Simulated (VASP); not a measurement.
# SnO (P6_3mc) in VASP: settings compared, part 2 of 2

VASP 6.6.1. Earlier steps stand in the parts before.

## Step 3: Single point, PBE

This run uses another cell than the first one, of 22.48 Å³/atom.

Input file INCAR:

```
SYSTEM = SnO
ALGO     = Normal         ! electronic algorithm
EDIFF    = 1E-6           ! SCF threshold, eV
ENCUT    = 520            ! plane-wave cutoff, eV
GGA      = PE             ! functional
ISIF     = 2              ! what is computed and relaxed
ISMEAR   = -1             ! smearing method
LASPH    = .True.         ! aspherical terms in the spheres
LCHARG   = .False.        ! write CHGCAR
LREAL    = .False.        ! projectors in reciprocal space
LWAVE    = .False.        ! write WAVECAR
NBANDS   = 28             ! bands
NELM     = 100            ! most SCF steps
PREC     = Accurate       ! precision mode
SIGMA    = 0.02           ! smearing width, eV
```

Input file KPOINTS:

```
k-points
0
Gamma
  12 12 4
  0 0 0
```

Input file POSCAR:

```
SnO
1.0
    3.3612593703      0.0000000000      0.0000000000
   -1.6806296852      2.9109360034      0.0000000000
    0.0000000000      0.0000000000      9.1916329801
Sn O
2 2
Direct
    0.3333333333      0.6666666667     -0.0059446238
    0.6666666667      0.3333333333      0.4940553762
    0.3333333333      0.6666666667      0.3809446238
    0.6666666667      0.3333333333      0.8809446238
```

Potentials or basis: VASP PAW PBE potentials, release 64 (Sn_d, O).

Command:

```bash
cat potpaw_PBE.64/Sn_d/POTCAR potpaw_PBE.64/O/POTCAR > POTCAR
mpirun -np 1 vasp_std > vasp.out
```

OUTCAR:

```text
SYSTEM = SnO
   EDIFF = 1E-6
   ENCUT = 520
   GGA = PE
   ISIF = 2
   ISMEAR = -1
   LASPH = .True.
   LREAL = .False.
   NELM = 100
   PREC = Accurate

 ion  position               nearest neighbor table
   1  0.333  0.667  0.994-   4 2.20   4 2.20   4 2.20
   2  0.667  0.333  0.494-   3 2.20   3 2.20   3 2.20
   3  0.333  0.667  0.381-   2 2.20   2 2.20   2 2.20
   4  0.667  0.333  0.881-   1 2.20   1 2.20   1 2.20

  LATTYP: Found a hexagonal cell.
 ALAT       =     3.3612593703
 C/A-ratio  =     2.7345800986

  Lattice vectors:

 A1 = (   3.3612593703,   0.0000000000,   0.0000000000)
 A2 = (  -1.6806296852,   2.9109360034,   0.0000000000)
 A3 = (   0.0000000000,   0.0000000000,   9.1916329801)

Analysis of symmetry for initial positions (statically):
=====================================================================
 Subroutine PRICEL returns:
 Original cell was already a primitive cell.

 Routine SETGRP: Setting up the symmetry group for a
 hexagonal supercell.

 Subroutine GETGRP returns: Found 12 space group operations
 (whereof  6 operations were pure point group operations)
 out of a pool of 24 trial point group operations.

The static configuration has the point symmetry C_3v.
 The point group associated with its full space group is C_6v.

Analysis of symmetry for dynamics (positions and initial velocities):
=====================================================================
 Subroutine PRICEL returns:
 Original cell was already a primitive cell.

 Routine SETGRP: Setting up the symmetry group for a
 hexagonal supercell.

 Subroutine GETGRP returns: Found 12 space group operations
 (whereof  6 operations were pure point group operations)
 out of a pool of 24 trial point group operations.

The dynamic configuration has the point symmetry C_3v.
 The point group associated with its full space group is C_6v.

 Subroutine INISYM returns: Found 12 space group operations
 (whereof  6 operations are pure point group operations),
 and found     1 'primitive' translations

----------------------------------------------------------------------------------------

                                     Primitive cell

  volume of cell :      89.9347

  direct lattice vectors                    reciprocal lattice vectors
     3.361259370  0.000000000  0.000000000     0.297507538  0.171766057  0.000000000
    -1.680629685  2.910936003  0.000000000     0.000000000  0.343532114  0.000000000
     0.000000000  0.000000000  9.191632980     0.000000000  0.000000000  0.108794596

  length of vectors
     3.361259370  3.361259370  9.191632980     0.343532114  0.343532114  0.108794596

  position of ions in fractional coordinates (direct lattice)
     0.333333333  0.666666667  0.994055376
     0.666666667  0.333333333  0.494055376
     0.333333333  0.666666667  0.380944624
     0.666666667  0.333333333  0.880944624

  ion indices of the primitive-cell ions
   primitive index   ion index
                 1           1
                 2           2
                 3           3
                 4           4

----------------------------------------------------------------------------------------

 KPOINTS: k-points

Automatic generation of k-mesh.
 Grid dimensions read from file:
 generate k-points for:   12   12    4

 Generating k-lattice:

  Cartesian coordinates                     Fractional coordinates (reciprocal lattice)
     0.024792295  0.014313838  0.000000000     0.083333333  0.000000000  0.000000000
     0.000000000  0.028627676  0.000000000     0.000000000  0.083333333  0.000000000
     0.000000000  0.000000000  0.027198649     0.000000000  0.000000000  0.250000000

  Length of vectors
     0.028627676  0.028627676  0.027198649

  Shift w.r.t. Gamma in fractional coordinates (k-lattice)
     0.000000000  0.000000000  0.000000000

 Subroutine IBZKPT returns following result:
 ===========================================

 Found     57 irreducible k-points:

 Following reciprocal coordinates:
            Coordinates               Weight
  0.000000  0.000000  0.000000      1.000000
  0.083333 -0.000000  0.000000      6.000000
  0.166667 -0.000000  0.000000      6.000000
  0.250000 -0.000000  0.000000      6.000000
  0.333333 -0.000000  0.000000      6.000000
  0.416667  0.000000  0.000000      6.000000
[... 16 lines left out ...]
  0.250000 -0.000000  0.250000     12.000000
  0.333333 -0.000000  0.250000     12.000000
 [... further k-points ...]
   k-points           NKPTS =     57   k-points in BZ     NKDIM =     57   number of bands    NBANDS=     28
   number of dos      NEDOS =    301   number of ions     NIONS =      4
   total plane-waves  NPLWV =  54880
   dimension x,y,z NGX =    28 NGY =   28 NGZ =   70
   dimension x,y,z NGXF=    56 NGYF=   56 NGZF=  140
   ions per type =               2   2
   NGX,Y,Z   is equivalent  to a cutoff of  13.85, 13.85, 12.66 a.u.
   NGXF,Y,Z  is equivalent  to a cutoff of  27.70, 27.70, 25.32 a.u.
 SYSTEM =  SnO
   PREC   = accura    normal or accurate (medium, high low for compatibility)
   ISTART =      0    job   : 0-new  1-cont  2-samecut
   ICHARG =      2    charge: 1-file 2-atom 10-const
   ISPIN  =      1    spin polarized calculation?
   LNONCOLLINEAR =      F non collinear calculations
   LSORBIT =      F    spin-orbit coupling
   LASPH  =      T    aspherical Exc in radial PAW
   ENCUT  =  520.0 eV  38.22 Ry    6.18 a.u.   6.25  6.25 17.09*2*pi/ulx,y,z
   NELM   =    100;   NELMIN=  2; NELMDL= -5     # of ELM steps
   EDIFF  = 0.1E-05   stopping-criterion for ELM
   LREAL  =      F    real-space projection
   EDIFFG = 0.1E-04   stopping-criterion for IOM
   NSW    =      0    number of steps for IOM
   IBRION =     -1    ionic relax: 0-MD 1-quasi-New 2-CG
   NFREE  =      0    steps in history (QN), initial steepest desc. (CG)
   ISIF   =      2    stress and relaxation
   ISYM   =      2    0-nonsym 1-usesym 2-fastsym
   POTIM  = 0.5000    time-step for ionic-motion
   TEBEG  =    0.0;   TEEND  =   0.0 temperature during run
   PSTRESS=    0.0 pullay stress
   NELECT =      40.0000    total number of electrons
   NUPDOWN=      -1.0000    fix difference up-down
   EMIN   =  10.00;   EMAX   =-10.00  energy-range for DOS
   EFERMI =   0.00;   METHOD = LEGACY
   ISMEAR =    -1;   SIGMA  =   0.02  broadening in eV -4-tet -1-fermi 0-gaus
   EFERMI_NEDOS =   21; number of points for ismear=-14 and -15
   IALGO  =     38    algorithm
   IMIX   =      4    mixing-type and parameters
     AMIX     =   0.40;   BMIX     =  1.00
     AMIX_MAG =   1.60;   BMIX_MAG =  1.00
  volume/ion in A,a.u.               =      22.48       151.73
  Fermi-wavevector in a.u.,A,eV,Ry     =   1.249642  2.361481 21.246937  1.561606
  Thomas-Fermi vector in A             =   2.383673
   LORBIT       =      0    0 simple, 1 ext, 2 COOP (PROOUT), +10 PAW based schemes
   GGA     = PE    functional components
   LHFCALC =     F    Hartree Fock is set to
   AEXX    =    0.0000 exact exchange contribution
   IVDW    =     0    specifies the selected vdW correction
   LEPSILON=     F    determine dielectric tensor
   LRPA    =     F    only Hartree local field effects (RPA)
 non-spin polarized calculation
  energy-cutoff  :      520.00
  volume of cell :       89.93
 maximum number of plane-waves:      2458
 NGX is ok and might be reduce to    28
   NGX = 13   NGY = 13   NGZ = 35

 number of electron      40.0000003 magnetization

 Free energy of the ion-electron system (eV)
  ---------------------------------------------------
  ext. energy  EPLUGINS =         0.00000000
  ---------------------------------------------------
  free energy    TOTEN  =       -21.46835132 eV

  energy without entropy =      -21.46835132  energy(sigma->0) =      -21.46835132

 E-fermi :   4.0042     XC(G=0):  -8.8198

 val. band max:        3.5352927656   @ k =   0.3333   0.2500   0.0000
 cond. band min:       4.9664295322   @ k =   0.0000   0.0000   0.0000
 fundamental gap:      1.4311367666
 Fermi energy:         4.0042237677

 k-point     1 :       0.0000    0.0000    0.0000
  band No.  band energies     occupation
      1     -17.2641      2.00000
      2     -17.2641      2.00000
      3     -17.2640      2.00000
      4     -17.2640      2.00000
      5     -17.2568      2.00000
      6     -17.2542      2.00000
[... 20 lines left out ...]
     27      11.8818      0.00000
[... 691 lines left out ...]
      6     -17.1554      2.00000
[... 20 lines left out ...]
     27      11.7482      0.00000
     28      12.6267      0.00000

 [... further k-points ...]

------------------------ aborting loop because EDIFF is reached ----------------------------------------

  FORCE on cell =-STRESS in cart. coord.  units (eV):
  Direction    XX          YY          ZZ          XY          YZ          ZX
  --------------------------------------------------------------------------------------
  -------------------------------------------------------------------------------------
  Total        0.1155975      0.1155975      0.0657722     -0.0000000     -0.0000000      0.0000000
  in kB        2.0593571      2.0593571      1.1717241     -0.0000000     -0.0000000      0.0000000
  external PRESSURE =       1.7634794 kB  Pullay stress =       0.0000000 kB

 VOLUME and BASIS-vectors are now :
 -----------------------------------------------------------------------------
  energy-cutoff  :      520.00
  volume of cell :       89.93
      direct lattice vectors                 reciprocal lattice vectors
     3.361259370  0.000000000  0.000000000     0.297507538  0.171766057  0.000000000
    -1.680629685  2.910936003  0.000000000     0.000000000  0.343532114  0.000000000
     0.000000000  0.000000000  9.191632980     0.000000000  0.000000000  0.108794596

 POSITION                                       TOTAL-FORCE (eV/Angst)
 -----------------------------------------------------------------------------------
     -0.00000      1.94062      9.13699        -0.000000      0.000000      0.061286
      1.68063      0.97031      4.54118         0.000000     -0.000000      0.061286
     -0.00000      1.94062      3.50150        -0.000000      0.000000     -0.061286
      1.68063      0.97031      8.09732         0.000000     -0.000000     -0.061286
 -----------------------------------------------------------------------------------
    total drift:                               -0.000000      0.000000      0.001456

  FREE ENERGIE OF THE ION-ELECTRON SYSTEM (eV)
  ---------------------------------------------------
  free  energy   TOTEN  =       -21.4683513168 eV

  energy  without entropy=      -21.4683513168  energy(sigma->0) =      -21.46835132
```

It took 91 s on 1 thread of AMD EPYC 9R45 (Zen 5), shared host; peak memory 0.26 GiB.

What came out:

* Free energy: -21.4684 eV
* Pressure: 0.2 GPa
* Largest force: 0.061 eV/Å
* Band gap on the k mesh: 1.43 eV (least direct gap 1.69 eV)

Forces in eV/Å, atoms in the order of the input:
```
Sn   0.000  0.000  0.061
Sn   0.000  0.000  0.061
O    0.000  0.000 -0.061
O    0.000  0.000 -0.061
```

Levels at points of the mesh, in eV from the valence-band top:
| k point | band 16 | band 17 | band 18 | band 19 | band 20 | band 21 | band 22 | band 23 | band 24 | band 25 |
| --- | --- | --- | --- | --- | --- | --- | --- | --- | --- | --- |
| (0.00, 0.00, 0.00) | -2.44 | -2.42 | -2.42 | -1.94 | -0.86 | 1.43 | 2.70 | 7.67 | 8.26 | 8.26 |
| (0.50, 0.00, 0.00) | -3.36 | -3.21 | -3.17 | -0.75 | -0.17 | 1.51 | 1.64 | 5.30 | 5.99 | 7.13 |
| (0.00, 0.00, 0.50) | -2.43 | -2.43 | -2.43 | -1.44 | -1.44 | 2.08 | 2.08 | 8.30 | 8.30 | 8.30 |
| (0.50, 0.00, 0.50) | -3.51 | -3.19 | -3.19 | -0.52 | -0.52 | 1.65 | 1.65 | 5.60 | 5.60 | 7.24 |

Caveat: spin-orbit coupling is left out, which moves the levels of the heavy elements. A k mesh can miss the band edges.

## Step 4: Relaxation of cell and atoms, PBE

This run uses another cell than the first one, of 10.84 Å³/atom.

Input file INCAR:

```
PREC = Accurate ; ENCUT = 600
EDIFF = 1E-7 ; ISMEAR = -1
SIGMA = 0.02 ; LREAL = F
LASPH = T ; NELM = 60
ALGO = Normal ; ISIF = 3
LWAVE = F ; LCHARG = F
GGA = PE ; IBRION = 2
NSW = 80 ; EDIFFG = -0.005
```

Input file KPOINTS:

```
regular mesh
0
Gamma
  12 12 4
```

Input file POSCAR:

```
SnO
1.0
    3.1301212926      0.0000000000      0.0000000000
   -1.5650606463      2.7107645564      0.0000000000
    0.0000000000      0.0000000000      5.1114880709
Sn O
2 2
Direct
    0.3333333333      0.6666666667      0.0000000000
    0.6666666667      0.3333333333      0.5000000000
    0.3333333333      0.6666666667      0.3750000000
    0.6666666667      0.3333333333      0.8750000000
```

Potentials or basis: VASP PAW PBE potentials, release 64 (Sn_d, O).

Command:

```bash
cat potpaw_PBE.64/Sn_d/POTCAR potpaw_PBE.64/O/POTCAR > POTCAR
mpirun -np 1 vasp_std > vasp.out
```

OUTCAR:

```text
PREC = Accurate
   ENCUT = 600
   EDIFF = 1E-7
   ISMEAR = -1
   LREAL = F
   LASPH = T
   NELM = 60
   ISIF = 3
   GGA = PE
   IBRION = 2
   NSW = 80
   EDIFFG = -0.005

 ion  position               nearest neighbor table
   1  0.333  0.667  0.000-   4 1.92   4 1.92   4 1.92   3 1.92   2 3.13   2 3.13   2 3.13   2 3.13
                             2 3.13   2 3.13
   2  0.667  0.333  0.500-   3 1.92   3 1.92   3 1.92   4 1.92   1 3.13   1 3.13   1 3.13   1 3.13
                             1 3.13   1 3.13
   3  0.333  0.667  0.375-   2 1.92   2 1.92   2 1.92   1 1.92
   4  0.667  0.333  0.875-   1 1.92   1 1.92   1 1.92   2 1.92

  LATTYP: Found a hexagonal cell.
 ALAT       =     3.1301212926
 C/A-ratio  =     1.6330000000

  Lattice vectors:

 A1 = (   3.1301212926,   0.0000000000,   0.0000000000)
 A2 = (  -1.5650606463,   2.7107645564,   0.0000000000)
 A3 = (   0.0000000000,   0.0000000000,   5.1114880709)

[... 172 lines left out ...]

 number of electron      40.0000003 magnetization

 Free energy of the ion-electron system (eV)
  ---------------------------------------------------
  ext. energy  EPLUGINS =         0.00000000
  ---------------------------------------------------
  free energy    TOTEN  =       -10.68484007 eV

  energy without entropy =      -10.68346844  energy(sigma->0) =      -10.68415425

 E-fermi :  16.0687     XC(G=0): -13.0359

 val. band max:       16.0374601380   @ k =   0.3333   0.0833   0.0000
 cond. band min:      16.0791507269   @ k =   0.2500   0.1667   0.0000
 fundamental gap:      0.0416905888
 Fermi energy:        16.0687244238
[... 1608 lines left out ...]
--------------------------------------- Ionic step        9  -------------------------------------------

 number of electron      39.9999995 magnetization

 Free energy of the ion-electron system (eV)
  ---------------------------------------------------
  ext. energy  EPLUGINS =         0.00000000
  ---------------------------------------------------
  free energy    TOTEN  =       -20.84456012 eV

  energy without entropy =      -20.84456012  energy(sigma->0) =      -20.84456012

 E-fermi :   6.5069     XC(G=0):  -9.6319

 val. band max:        6.0306899762   @ k =   0.2500   0.2500   0.0000
 cond. band min:       6.8883835223   @ k =   0.5000   0.0000   0.0000
 fundamental gap:      0.8576935461
 Fermi energy:         6.5068701800
[... 679 lines left out ...]
  FREE ENERGIE OF THE ION-ELECTRON SYSTEM (eV)
  ---------------------------------------------------
  free  energy   TOTEN  =       -20.8445601220 eV

  energy  without entropy=      -20.8445601220  energy(sigma->0) =      -20.84456012

 reached required accuracy - stopping structural energy minimisation
```

Wall time 5.9 min (1 thread of AMD EPYC 9R45 (Zen 5), shared host); peak memory 0.19 GiB.

What came out:

```
Free energy                           : -20.8446 eV
Relaxed volume                        : 19.92 Å³/atom
Relaxed cell                          : a = 3.793 Å, b = 3.793 Å, c = 6.397 Å, α = 90.00°, β = 90.00°, γ = 120.00°
Space group after relaxing (to 0.1 Å) : P6_3mc (No. 186)
Energy gained by relaxing             : 2539.9 meV/atom
Ionic steps                           : 9
Pressure after relaxing               : 0.0 GPa
Band gap on the k mesh                : 0.86 eV (least direct gap 1.04 eV)
```

Step by step:
| step | energy change (eV) | largest force (eV/Å) | pressure (GPa) | volume (Å³) |
| --- | --- | --- | --- | --- |
| 1 | 0.0000 | 0.7654 | 144.14 | 43.37 |
| 2 | -3.6330 | 0.2260 | -27.53 | 137.81 |
| 3 | -10.1448 | 0.0529 | -2.24 | 81.72 |
| 4 | -10.1574 | 0.0433 | -0.80 | 80.40 |
| 5 | -10.1591 | 0.0366 | 0.21 | 79.51 |
| 6 | -10.1594 | 0.0252 | 0.21 | 79.51 |
| 7 | -10.1596 | 0.0001 | 0.20 | 79.53 |
| 8 | -10.1596 | 0.0038 | -0.19 | 79.87 |
| 9 | -10.1597 | 0.0017 | 0.01 | 79.69 |

Final structure:
```cif
data_structure
_symmetry_space_group_name_H-M 'P 1'
_symmetry_Int_Tables_number 1
_cell_length_a 3.7929
_cell_length_b 3.7929
_cell_length_c 6.3967
_cell_angle_alpha 90.000
_cell_angle_beta 90.000
_cell_angle_gamma 120.000
_cell_volume 79.69
loop_
_atom_site_label
_atom_site_type_symbol
_atom_site_fract_x
_atom_site_fract_y
_atom_site_fract_z
_atom_site_occupancy
Sn1 Sn 0.33333 0.66667 0.00387 1
Sn2 Sn 0.66667 0.33333 0.50387 1
O1 O 0.33333 0.66667 0.37113 1
O2 O 0.66667 0.33333 0.87113 1
```

Caveat: the volume moved by over 15 % at a fixed basis, so the end points are rough; spin-orbit coupling is left out, which moves the levels of the heavy elements.

## Step 5: Overview

```csv
task,level,potentials or basis,cell,cutoff (eV),smearing,gap on the mesh (eV),pressure (GPa),largest force (eV/Å)
single point,LDA,"VASP PAW LDA potentials, release 64 (Sn_d, O)","a = 3.298, b = 3.298, c = 9.216 Å, angles 90.0, 90.0, 120.0°, 4 atoms, atomic positions A",520,gaussian 0.01 eV,1.31,-1.8,0.01
single point,PBE,"VASP PAW PBE potentials, release 64 (Sn_d, O)","a = 3.361, b = 3.361, c = 9.192 Å, angles 90.0, 90.0, 120.0°, 4 atoms, atomic positions B",520,fermi-dirac 0.02 eV,1.43,0.2,0.06
relaxation of cell and atoms,PBE,"VASP PAW PBE potentials, release 64 (Sn_d, O)","relaxed from a = 3.130, b = 3.130, c = 5.111 Å, angles 90.0, 90.0, 120.0°, 4 atoms, atomic positions C",600,fermi-dirac 0.02 eV,0.86,0.0,-
```

Alike in all rows: no spin polarisation; k mesh 12 × 12 × 4.

Caveats: spin-orbit coupling is left out, which moves the levels of the heavy elements; the volume moved by over 15 % at a fixed basis, so the end points are rough (at least some runs).

Absolute energies hang on the potentials; compare differences alone.
